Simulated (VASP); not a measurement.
# Si3Sn: single point with r2SCAN

Si3Sn:

```
CELL_PARAMETERS angstrom
2.05407 1.16851 6.63367
-2.05407 1.16851 6.63367
0.00000 -2.33702 6.63367
ATOMIC_POSITIONS crystal
Si 0.00571 0.00571 0.00725
Si 0.49271 0.49271 0.49484
Si 0.37554 0.37554 0.37485
Sn 0.87605 0.87605 0.87306
```

This cell differs from its parent crystal: uniaxial x strain +1.5%.

```
Program                : VASP 6.6.1
Task                   : single point
Functional             : r2SCAN
Potentials or basis    : VASP PAW PBE potentials, release 64 (Si, Sn_d)
Cutoff                 : 520 eV
k mesh                 : 8 × 8 × 8
Occupations            : fermi-dirac, width 0.02 eV
Spin                   : no spin polarisation
Dipole correction      : no
Further INCAR settings : ALGO = Normal; EDIFF = 1e-06; NBANDS = 21
```

The pressure is -1.2 GPa, the largest force is 0.013 eV/Å and the band gap on the k mesh is 0.28 eV, indirect (least direct gap 0.48 eV).

Forces on the atoms (eV/Å):
```
Si   0.000  0.000 -0.010
Si   0.000  0.003 -0.002
Si   0.000  0.000  0.013
Sn   0.000 -0.003 -0.001
```

Stress tensor (GPa, compression positive):
```
-2.37  0.00  0.00
 0.00 -0.80  0.15
 0.00  0.15 -0.56
```

Levels at points of the mesh, in eV from the valence-band top:
```tsv
k point	band 9	band 10	band 11	band 12	band 13	band 14	band 15	band 16	band 17	band 18
(0.00, 0.00, 0.00)	-1.94	-1.86	-0.44	-0.13	0.00	0.48	1.94	2.03	2.15	2.46
(0.50, 0.00, 0.00)	-6.70	-3.94	-3.75	-2.98	-2.09	0.85	1.99	4.07	4.24	4.92
(0.50, 0.50, 0.00)	-7.23	-3.44	-3.22	-1.61	-1.55	0.28	0.66	0.97	3.08	3.36
(0.00, 0.00, 0.50)	-6.67	-3.92	-3.73	-3.10	-2.24	0.71	1.82	4.11	4.29	4.83
(0.50, 0.00, 0.50)	-7.26	-3.31	-3.25	-1.59	-1.41	0.42	0.65	1.11	3.19	3.38
(0.50, 0.50, 0.50)	-4.15	-1.78	-1.71	-0.65	-0.52	0.56	2.02	2.72	2.83	3.66
```

Run time: 32 min on 1 thread of Intel(R) Xeon(R) 6975P-C (Granite Rapids), with other jobs on the host, peak memory 0.59 GiB.

Caveat: the cell differs from its parent crystal (uniaxial x strain +1.5%); the PAW data sets were made with another functional, which shifts forces and pressure a little; spin-orbit coupling is left out, which moves the levels of the heavy elements. A k mesh can miss the band edges.
